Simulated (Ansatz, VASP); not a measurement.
Two plane-wave programs on ZrGaH3

```
CELL_PARAMETERS angstrom
3.90091 0.00000 0.00000
-1.95045 3.37829 0.00000
0.00000 0.00000 5.72804
ATOMIC_POSITIONS crystal
Zr 0.00000 0.00000 0.50000
Ga 0.00000 0.00000 0.00000
H 0.50000 0.00000 0.50000
H 0.00000 0.50000 0.50000
H 0.50000 0.50000 0.50000
```

Alike in both runs: functional PBE; k mesh 12 × 12 × 8; occupations gaussian, width 0.1 eV; no spin polarisation.

Ansatz relaxed the structure, and its values are those at the end. VASP's run is a single point on that final structure, the one shown.

|  | VASP | Ansatz |
| --- | --- | --- |
| version | VASP 6.6.1 | Ansatz 0.2.0 |
| potentials or method | VASP PAW PBE potentials, release 64 (Zr_sv, Ga_d, H), cutoff 520 eV | scalar-relativistic, plane waves, PAW |
| valence electrons in the cell | 28 | 28 |

```csv
,VASP,Ansatz,Ansatz less VASP
gap on the k mesh at the Fermi level (eV),none,none,-
pressure (GPa),0.0,0.0,+0.03
```

A gap of «none» marks a metal or a gap that the smearing closes. The functional is the same, so the differences come from potentials, cutoffs and numerics.
